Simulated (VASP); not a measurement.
Set up this calculation in VASP 6.6.1, as the native input.

```yaml
Task: single point
Functional: LDA
Potentials_or_basis: VASP PAW LDA potentials, release 64 (Na_pv)
Cutoff: 520 eV
k_mesh: 11 × 11 × 11
Occupations: fermi-dirac, width 0.1 eV
Spin: no spin polarisation
Dipole_correction: no
Further_INCAR_settings: ALGO = Normal; EDIFF = 1e-06; NBANDS = 10
```

The structure of Na lies in POSCAR:

```
Na
1.0
    3.2090537945      0.0000000000      0.0000000000
    0.0000000000      3.2090537945      0.0000000000
    0.0000000000      0.0000000000      3.2090537945
Na
1
Direct
    0.0000000000      0.0000000000      0.0000000000
```

This cell differs from its parent crystal: volume scaled by 0.92.

These files were run (other wordings do the same):

INCAR

```
SYSTEM = Na
PREC = Accurate
ENCUT = 520
EDIFF = 1E-6
ISMEAR = -1
SIGMA = 0.1
LREAL = .FALSE.
LASPH = .TRUE.
NELM = 100
ALGO = Normal
ISIF = 2
LWAVE = .FALSE.
LCHARG = .FALSE.
NBANDS = 10
```

KPOINTS

```
regular mesh
0
G
  11 11 11
  0 0 0
```

Potentials or basis: VASP PAW LDA potentials, release 64 (Na_pv).

The run is started by

```bash
$ cat potpaw_LDA.64/Na_pv/POTCAR > POTCAR
$ mpirun -np 1 vasp_std > vasp.out
```

Results of the run:

```yaml
Pressure: 0.6 GPa
```

It took 5 s on 1 thread of Intel(R) Xeon(R) Platinum 8259CL CPU @ 2.50GHz (Skylake/Cascade Lake) (shared host), peak memory 0.13 GiB.
